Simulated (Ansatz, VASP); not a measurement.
## One calculation of Tl, two programs

```
Tl
1.0
     3.42068    0.00000    0.00000
    -1.71034    2.96240    0.00000
     0.00000    0.00000    6.52882
Tl
2
Direct
  0.00000 0.00000 0.25070
  0.00000 0.00000 0.74930
```

Alike in both runs: functional PBE; k mesh 6 × 6 × 4; occupations gaussian, width 0.1 eV; no spin polarisation.

Ansatz relaxed the structure, and its values are those at the end. VASP's run is a single point on that final structure, the one shown.

|  | VASP | Ansatz |
| --- | --- | --- |
| version | VASP 6.6.1 | Ansatz 0.2.0 |
| potentials or method | VASP PAW PBE potentials, release 64 (Tl_d), cutoff 520 eV | scalar-relativistic, plane waves, PAW |
| valence electrons in the cell | 26 | 26 |

|  | VASP | Ansatz | Ansatz less VASP |
| --- | --- | --- | --- |
| gap on the k mesh at the Fermi level (eV) | none | none | - |
| pressure (GPa) | -0.1 | -0.1 | +0.06 |
| rms of the force components (eV/Å) | 0.011 | 0.011 | 0.0000 |

A gap of «none» marks a metal or a gap that the smearing closes.

Spin-orbit coupling is off throughout.
